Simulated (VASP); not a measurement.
A run of VASP 6.6.1 is set up as follows.

File INCAR:

```
SYSTEM = AlFe3B
  ALGO = Normal
  EDIFF = 1E-7
  ENCUT = 520
  GGA = PS
  ISIF = 2
  ISMEAR = -1
  LASPH = .True.
  LCHARG = .False.
  LREAL = .False.
  LWAVE = .False.
  NBANDS = 23
  NELM = 100
  PREC = Accurate
  SIGMA = 0.05
```

KPOINTS

```
k-points
0
Gamma
  7 7 7
  0 0 0
```

File POSCAR:

```
AlFe3B
1.0
    3.8223220000      0.0000000000      0.0000000000
    0.0000000000      3.8223220000      0.0000000000
    0.0000000000      0.0000000000      3.8223220000
Fe Al B
3 1 1
Direct
    0.0000000000      0.0000000000      0.5000000000
    0.0000000000      0.5000000000      0.0000000000
    0.5000000000      0.0000000000      0.0000000000
    0.5000000000      0.5000000000      0.5000000000
    0.0000000000      0.0000000000      0.0000000000
```

Potentials or basis: VASP PAW PBE potentials, release 64 (Fe, Al, B).

Launch:

```sh
$ cat potpaw_PBE.64/Fe/POTCAR potpaw_PBE.64/Al/POTCAR potpaw_PBE.64/B/POTCAR > POTCAR
$ mpirun -np 1 vasp_std > vasp.out
```

Q: What does it give for the band gap on the k mesh?

A: Zero (band 15 reaches 6.19 eV, above the bottom of band 16 at 5.97 eV).

Q: Estimate the pressure.

A: -12.6 GPa.

Caveat: the PAW data sets were made with another functional, which shifts forces and pressure a little. Spin polarisation is off, so any magnetic state and its effect on volume and gap are missing.
